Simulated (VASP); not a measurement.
# NaH (Pm-3m) in VASP: a series of runs, part 2 of 2

VASP 6.6.1. Earlier steps stand in the parts before.

## Step 3: Single point, r2SCAN

The input, POSCAR:

```
NaH
1.0
    2.9323912064      0.0000000000      0.0000000000
    0.0000000000      2.9323912064      0.0000000000
    0.0000000000      0.0000000000      2.9323912064
Na H
1 1
Direct
    0.0000000000      0.0000000000      0.0000000000
    0.5000000000      0.5000000000      0.5000000000
```

The input, INCAR.step1:

```
PREC = Accurate
ENCUT = 520
ISMEAR = 0
SIGMA = 0.01
LREAL = F
LASPH = T
NELM = 100
NBANDS = 11
GGA = PE
ALGO = Normal
EDIFF = 1E-4
LWAVE = T
LCHARG = F
```

The input, INCAR.step2:

```
PREC = Accurate
ENCUT = 520
EDIFF = 1E-6
ISMEAR = 0
SIGMA = 0.01
LREAL = F
LASPH = T
NELM = 100
ALGO = Normal
ISIF = 2
LWAVE = F
LCHARG = F
METAGGA = R2SCAN
LMIXTAU = T
NBANDS = 11
ISTART = 1
```

The input, KPOINTS:

```
regular mesh
0
Gamma
  6 6 6
```

Potentials or basis: VASP PAW PBE potentials, release 64 (Na_pv, H).

Command:

```bash
$ cat potpaw_PBE.64/Na_pv/POTCAR potpaw_PBE.64/H/POTCAR > POTCAR
$ cp INCAR.step1 INCAR
$ mpirun -np 1 vasp_std > vasp.out
$ cp INCAR.step2 INCAR
$ mpirun -np 1 vasp_std > vasp.out
```

OUTCAR:

```text
PREC = Accurate
   ENCUT = 520
   EDIFF = 1E-6
   ISMEAR = 0
   LREAL = F
   LASPH = T
   NELM = 100
   ISIF = 2
   METAGGA = R2SCAN
   ISTART = 1

 ion  position               nearest neighbor table
   1  0.000  0.000  0.000-
   2  0.500  0.500  0.500-

  LATTYP: Found a simple cubic cell.
 ALAT       =     2.9323912064

  Lattice vectors:

 A1 = (   2.9323912064,   0.0000000000,   0.0000000000)
 A2 = (   0.0000000000,   2.9323912064,   0.0000000000)
 A3 = (   0.0000000000,   0.0000000000,   2.9323912064)

Analysis of symmetry for initial positions (statically):
=====================================================================
 Subroutine PRICEL returns:
 Original cell was already a primitive cell.

 Routine SETGRP: Setting up the symmetry group for a
 simple cubic supercell.

 Subroutine GETGRP returns: Found 48 space group operations
 (whereof 48 operations were pure point group operations)
 out of a pool of 48 trial point group operations.

The static configuration has the point symmetry O_h .

Analysis of symmetry for dynamics (positions and initial velocities):
=====================================================================
 Subroutine PRICEL returns:
 Original cell was already a primitive cell.

 Routine SETGRP: Setting up the symmetry group for a
 simple cubic supercell.

 Subroutine GETGRP returns: Found 48 space group operations
 (whereof 48 operations were pure point group operations)
 out of a pool of 48 trial point group operations.

The dynamic configuration has the point symmetry O_h .

 Subroutine INISYM returns: Found 48 space group operations
 (whereof 48 operations are pure point group operations),
 and found     1 'primitive' translations

----------------------------------------------------------------------------------------

                                     Primitive cell

  volume of cell :      25.2154

  direct lattice vectors                    reciprocal lattice vectors
     2.932391206  0.000000000  0.000000000     0.341018619  0.000000000  0.000000000
     0.000000000  2.932391206  0.000000000     0.000000000  0.341018619  0.000000000
     0.000000000  0.000000000  2.932391206     0.000000000  0.000000000  0.341018619

  length of vectors
     2.932391206  2.932391206  2.932391206     0.341018619  0.341018619  0.341018619

  position of ions in fractional coordinates (direct lattice)
     0.000000000  0.000000000  0.000000000
     0.500000000  0.500000000  0.500000000

  ion indices of the primitive-cell ions
   primitive index   ion index
                 1           1
                 2           2

----------------------------------------------------------------------------------------

 KPOINTS: regular mesh

Automatic generation of k-mesh.
 Grid dimensions read from file:
 generate k-points for:    6    6    6

 Generating k-lattice:

  Cartesian coordinates                     Fractional coordinates (reciprocal lattice)
     0.056836437  0.000000000  0.000000000     0.166666667  0.000000000  0.000000000
     0.000000000  0.056836437  0.000000000     0.000000000  0.166666667  0.000000000
     0.000000000  0.000000000  0.056836437     0.000000000  0.000000000  0.166666667

  Length of vectors
     0.056836437  0.056836437  0.056836437

  Shift w.r.t. Gamma in fractional coordinates (k-lattice)
     0.000000000  0.000000000  0.000000000

 Subroutine IBZKPT returns following result:
 ===========================================

 Found     20 irreducible k-points:

 Following reciprocal coordinates:
            Coordinates               Weight
  0.000000  0.000000  0.000000      1.000000
  0.166667  0.000000  0.000000      6.000000
  0.333333  0.000000  0.000000      6.000000
  0.500000  0.000000  0.000000      3.000000
  0.166667  0.166667  0.000000     12.000000
  0.333333  0.166667  0.000000     24.000000
[... 12 lines left out ...]
  0.500000  0.500000  0.333333      6.000000
  0.500000  0.500000  0.500000      1.000000
   k-points           NKPTS =     20   k-points in BZ     NKDIM =     20   number of bands    NBANDS=     11
   number of dos      NEDOS =    301   number of ions     NIONS =      2
   total plane-waves  NPLWV =  13824
   dimension x,y,z NGX =    24 NGY =   24 NGZ =   24
   dimension x,y,z NGXF=    48 NGYF=   48 NGZF=   48
   ions per type =               1   1
   NGX,Y,Z   is equivalent  to a cutoff of  13.61, 13.61, 13.61 a.u.
   NGXF,Y,Z  is equivalent  to a cutoff of  27.21, 27.21, 27.21 a.u.
 SYSTEM =  unknown system
   PREC   = accura    normal or accurate (medium, high low for compatibility)
   ISTART =      1    job   : 0-new  1-cont  2-samecut
   ICHARG =      0    charge: 1-file 2-atom 10-const
   ISPIN  =      1    spin polarized calculation?
   LNONCOLLINEAR =      F non collinear calculations
   LSORBIT =      F    spin-orbit coupling
   LASPH  =      T    aspherical Exc in radial PAW
   ENCUT  =  520.0 eV  38.22 Ry    6.18 a.u.   5.45  5.45  5.45*2*pi/ulx,y,z
   NELM   =    100;   NELMIN=  2; NELMDL=  0     # of ELM steps
   EDIFF  = 0.1E-05   stopping-criterion for ELM
   LREAL  =      F    real-space projection
   EDIFFG = 0.1E-04   stopping-criterion for IOM
   NSW    =      0    number of steps for IOM
   IBRION =     -1    ionic relax: 0-MD 1-quasi-New 2-CG
   NFREE  =      0    steps in history (QN), initial steepest desc. (CG)
   ISIF   =      2    stress and relaxation
   ISYM   =      2    0-nonsym 1-usesym 2-fastsym
   POTIM  = 0.5000    time-step for ionic-motion
   TEBEG  =    0.0;   TEEND  =   0.0 temperature during run
   PSTRESS=    0.0 pullay stress
   NELECT =       8.0000    total number of electrons
   NUPDOWN=      -1.0000    fix difference up-down
   EMIN   =  10.00;   EMAX   =-10.00  energy-range for DOS
   EFERMI =   0.00;   METHOD = LEGACY
   ISMEAR =     0;   SIGMA  =   0.01  broadening in eV -4-tet -1-fermi 0-gaus
   EFERMI_NEDOS =   21; number of points for ismear=-14 and -15
   IALGO  =     38    algorithm
   IMIX   =      4    mixing-type and parameters
     AMIX     =   0.40;   BMIX     =  1.00
     AMIX_MAG =   1.60;   BMIX_MAG =  1.00
  volume/ion in A,a.u.               =      12.61        85.08
  Fermi-wavevector in a.u.,A,eV,Ry     =   1.116562  2.109997 16.962535  1.246711
  Thomas-Fermi vector in A             =   2.253177
   LORBIT       =      0    0 simple, 1 ext, 2 COOP (PROOUT), +10 PAW based schemes
   METAGGA = R2SCAN    functional components
   LHFCALC =     F    Hartree Fock is set to
   AEXX    =    0.0000 exact exchange contribution
   IVDW    =     0    specifies the selected vdW correction
   LEPSILON=     F    determine dielectric tensor
   LRPA    =     F    only Hartree local field effects (RPA)
 non-spin polarized calculation
 Gauss-broadening in eV      SIGMA  =   0.01
  energy-cutoff  :      520.00
  volume of cell :       25.22
 maximum number of plane-waves:       696
 NGX is ok and might be reduce to    24
   NGX = 11   NGY = 11   NGZ = 11

 number of electron       8.0000014 magnetization

 Free energy of the ion-electron system (eV)
  ---------------------------------------------------
  ext. energy  EPLUGINS =         0.00000000
  ---------------------------------------------------
  free energy    TOTEN  =        -7.29290983 eV

  energy without entropy =       -7.29290983  energy(sigma->0) =       -7.29290983

 E-fermi :   1.3853     XC(G=0):  -8.6521

 val. band max:        1.1806120193   @ k =   0.5000   0.5000   0.5000
 cond. band min:       2.7850163591   @ k =   0.5000   0.0000   0.0000
 fundamental gap:      1.6044043398
 Fermi energy:         1.3852884846

 k-point     1 :       0.0000    0.0000    0.0000
  band No.  band energies     occupation
      1     -24.3087      2.00000
      2     -24.3087      2.00000
      3     -24.3087      2.00000
      4      -4.8905      2.00000
      5      11.0659      0.00000
      6      12.8545      0.00000
      7      12.8545      0.00000
      8      14.6343      0.00000
      9      14.6343      0.00000
     10      14.6343      0.00000
     11      28.0217      0.00000
[... 253 lines left out ...]
 k-point    20 :       0.5000    0.5000    0.5000
  band No.  band energies     occupation
      1     -24.4305      2.00000
      2     -24.4305      2.00000
      3     -24.4305      2.00000
      4       1.1806      2.00000
      5       8.4897      0.00000
      6       8.4897      0.00000
      7       8.4897      0.00000
      8      11.4172      0.00000
      9      11.4172      0.00000
     10      11.4172      0.00000
     11      19.1721      0.00000

------------------------ aborting loop because EDIFF is reached ----------------------------------------

  FORCE on cell =-STRESS in cart. coord.  units (eV):
  Direction    XX          YY          ZZ          XY          YZ          ZX
  --------------------------------------------------------------------------------------
  -------------------------------------------------------------------------------------
  Total       -0.0423018     -0.0423018     -0.0423018      0.0000000     -0.0000000      0.0000000
  in kB       -2.6878406     -2.6878406     -2.6878406      0.0000000     -0.0000000      0.0000000
  external PRESSURE =      -2.6878406 kB  Pullay stress =       0.0000000 kB

 VOLUME and BASIS-vectors are now :
 -----------------------------------------------------------------------------
  energy-cutoff  :      520.00
  volume of cell :       25.22
      direct lattice vectors                 reciprocal lattice vectors
     2.932391206  0.000000000  0.000000000     0.341018619  0.000000000  0.000000000
     0.000000000  2.932391206  0.000000000     0.000000000  0.341018619  0.000000000
     0.000000000  0.000000000  2.932391206     0.000000000  0.000000000  0.341018619

 POSITION                                       TOTAL-FORCE (eV/Angst)
 -----------------------------------------------------------------------------------
      0.00000      0.00000      0.00000         0.000000      0.000000      0.000000
      1.46620      1.46620      1.46620         0.000000      0.000000      0.000000
 -----------------------------------------------------------------------------------
    total drift:                                0.000000      0.000000      0.000000

  FREE ENERGIE OF THE ION-ELECTRON SYSTEM (eV)
  ---------------------------------------------------
  free  energy   TOTEN  =        -7.2929098251 eV

  energy  without entropy=       -7.2929098251  energy(sigma->0) =       -7.29290983
```

OUTCAR.step1:

```text
PREC = Accurate
   ENCUT = 520
   ISMEAR = 0
   LREAL = F
   LASPH = T
[... 494 lines left out ...]
 -----------------------------------------------------------------------------------
      0.00000      0.00000      0.00000         0.000000      0.000000      0.000000
      1.46620      1.46620      1.46620         0.000000      0.000000      0.000000
 -----------------------------------------------------------------------------------
    total drift:                                0.000000      0.000000      0.000000

  FREE ENERGIE OF THE ION-ELECTRON SYSTEM (eV)
  ---------------------------------------------------
  free  energy   TOTEN  =        -4.7684143393 eV

  energy  without entropy=       -4.7684143393  energy(sigma->0) =       -4.76841434
```

Run time: 14 s. Hardware: 1 thread of Intel Xeon Platinum 8259CL at 2.50GHz (Skylake/Cascade Lake), shared host; peak memory 0.13 GiB.

What came out:

* Free energy: -7.2929 eV
* Pressure: -0.3 GPa
* Band gap on the k mesh: 1.60 eV, indirect (least direct gap 5.16 eV)

Caveat: the PAW data sets were made with another functional, which shifts forces and pressure a little. r2SCAN opens gaps a little over a GGA but as a rule still falls short of measured ones.

## Step 4: Single point, PBEsol

The input, INCAR:

```
SYSTEM = NaH
  ALGO = Normal
  EDIFF = 1E-6
  ENCUT = 500
  GGA = PS
  GGA_COMPAT = .FALSE.
  ISIF = 2
  ISMEAR = 0
  LASPH = .TRUE.
  LCHARG = .FALSE.
  LREAL = .FALSE.
  LWAVE = .FALSE.
  NBANDS = 11
  NELM = 120
  PREC = Accurate
  SIGMA = 0.01
```

The input, KPOINTS:

```
k-points
0
G
  6 6 6
  0 0 0
```

POSCAR is that of step 3.

Command:

```bash
$ cat potpaw_PBE.64/Na_pv/POTCAR potpaw_PBE.64/H/POTCAR > POTCAR
$ mpirun -np 1 vasp_std > vasp.out
```

Run time: 1.9 s. Hardware: 1 thread of Intel Xeon 6975P-C (Granite Rapids), shared host; peak memory 0.13 GiB.

It converged, with:

- Free energy: -4.7863 eV
- Pressure: 0.1 GPa
- Band gap on the k mesh: 0.79 eV, indirect (least direct gap 4.37 eV)

Levels at points of the mesh, in eV from the valence-band top:
| k point | band 1 | band 2 | band 3 | band 4 | band 5 | band 6 | band 7 | band 8 | band 9 |
| --- | --- | --- | --- | --- | --- | --- | --- | --- | --- |
| (0.00, 0.00, 0.00) | -24.51 | -24.51 | -24.51 | -6.19 | 8.83 | 10.79 | 10.79 | 12.45 | 12.45 |
| (0.50, 0.00, 0.00) | -24.70 | -24.49 | -24.49 | -3.58 | 0.79 | 10.97 | 14.10 | 14.49 | 14.49 |
| (0.50, 0.50, 0.00) | -24.67 | -24.67 | -24.48 | -1.84 | 4.06 | 4.06 | 6.72 | 14.74 | 18.60 |
| (0.50, 0.50, 0.50) | -24.64 | -24.64 | -24.64 | 0.00 | 6.68 | 6.68 | 6.68 | 9.01 | 9.01 |

Caveat: the PAW data sets were made with another functional, which shifts forces and pressure a little. A hybrid or GW would open this gap; PBEsol tends to underestimate it.

## Step 5: Summary

| level | k mesh | cutoff (eV) | gap on the mesh (eV) | pressure (GPa) |
| --- | --- | --- | --- | --- |
| PBEsol | 8 × 8 × 8 | 520 | 0.80 | 0.1 |
| r2SCAN | 6 × 6 × 6 | 520 | 1.60 | -0.3 |
| PBEsol | 6 × 6 × 6 | 500 | 0.79 | 0.1 |

Alike in all rows: task single point; potentials or basis VASP PAW PBE potentials, release 64 (Na_pv, H); no spin polarisation; cell as given; smearing gaussian 0.01 eV.

On the cell as given the gap runs from 0.79 eV (PBEsol) to 1.60 eV (r2SCAN); the meshes differ, which moves gaps too. The pressure there spans -0.3 GPa (r2SCAN) to 0.1 GPa (PBEsol); a positive pressure means that this level wants a larger cell, a negative one a smaller.

Caveats: the PAW data sets were made with another functional, which shifts forces and pressure a little.

Absolute energies hang on the potentials; compare differences alone.
